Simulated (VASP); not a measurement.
Set up this calculation in VASP 6.6.1, as the native input.

```yaml
Task: single point
Functional: PBE
Potentials_or_basis: VASP PAW PBE potentials, release 64 (Pt)
Cutoff: 520 eV
k_mesh: 18 × 18 × 18
Occupations: methfessel-paxton, width 0.05 eV
Spin: no spin polarisation
Dipole_correction: no
Further_INCAR_settings: ALGO = Normal; EDIFF = 1e-07; NBANDS = 11
```

The structure of Pt lies in POSCAR:

```
Pt
1.0
    0.0000000000      1.9847470227      1.9847470227
    1.9847470227      0.0000000000      1.9847470227
    1.9847470227      1.9847470227      0.0000000000
Pt
1
Direct
    0.0000000000      0.0000000000      0.0000000000
```

These files were run (other wordings do the same):

INCAR

```
ALGO = Normal
EDIFF = 1E-7
ENCUT = 520
GGA = PE
ISIF = 2
ISMEAR = 1
LASPH = True
LCHARG = False
LREAL = False
LWAVE = False
NBANDS = 11
NELM = 60
PREC = Accurate
SIGMA = 0.05
```

KPOINTS

```
k-points
0
Gamma
  18 18 18
```

Potentials or basis: VASP PAW PBE potentials, release 64 (Pt).

Command:

```sh
$ cat potpaw_PBE.64/Pt/POTCAR > POTCAR
$ mpirun -np 1 vasp_std > vasp.out
```

Results of the run:

- Pressure: -0.5 GPa
- Band gap on the k mesh: zero (band 5 reaches 11.04 eV, above the bottom of band 6 at 8.94 eV)

Caveat: spin-orbit coupling is left out, which moves the levels of the heavy elements.

It took 55 s on 1 thread of AMD EPYC 7R13, on a shared host, peak memory 0.14 GiB.
